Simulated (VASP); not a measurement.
Set up this calculation in VASP 6.6.1, as the native input.

```
Task                   : electric field gradients
Functional             : PBE
Potentials or basis    : VASP PAW PBE potentials, release 64 (Pb_d, S)
Cutoff                 : 520 eV
k mesh                 : 8 × 8 × 8
Occupations            : fermi-dirac, width 0.01 eV
Spin                   : no spin polarisation
Dipole correction      : no
Further INCAR settings : ALGO = Normal; EDIFF = 1e-08; NBANDS = 17
```

The structure of PbS lies in POSCAR:

```
PbS
1.0
    0.0000000000      2.9650000000      2.9650000000
    2.9650000000      0.0000000000      2.9650000000
    2.9650000000      2.9650000000      0.0000000000
Pb S
1 1
Direct
    0.0000000000      0.0000000000      0.0000000000
    0.5000000000      0.5000000000      0.5000000000
```

The input as run:

INCAR

```
  PREC = Accurate
  ENCUT = 520
  EDIFF = 1E-8
  ISMEAR = -1
  SIGMA = 0.01
  LREAL = F
  LASPH = T
  NELM = 80
  ALGO = Normal
  ISIF = 2
  LWAVE = F
  LCHARG = F
  GGA = PE
  LEFG = T
  NBANDS = 17
```

KPOINTS

```
regular mesh
0
Gamma
  8 8 8
```

Potentials or basis: VASP PAW PBE potentials, release 64 (Pb_d, S).

Command:

```bash
$ cat potpaw_PBE.64/Pb_d/POTCAR potpaw_PBE.64/S/POTCAR > POTCAR
$ mpirun -np 1 vasp_std > vasp.out
```

It gave:

```yaml
Pressure: 2.2 GPa
Band_gap_on_the_k_mesh: 0.36 eV, direct
```

Caveat: without QUAD_EFG the Cq values of the log hold for a quadrupole moment of 1 mb, not for the nuclei; spin-orbit coupling is left out, which moves the levels of the heavy elements.

Wall time 50 s on 1 thread of Intel Xeon 8259CL (shared host), peak memory 0.18 GiB.
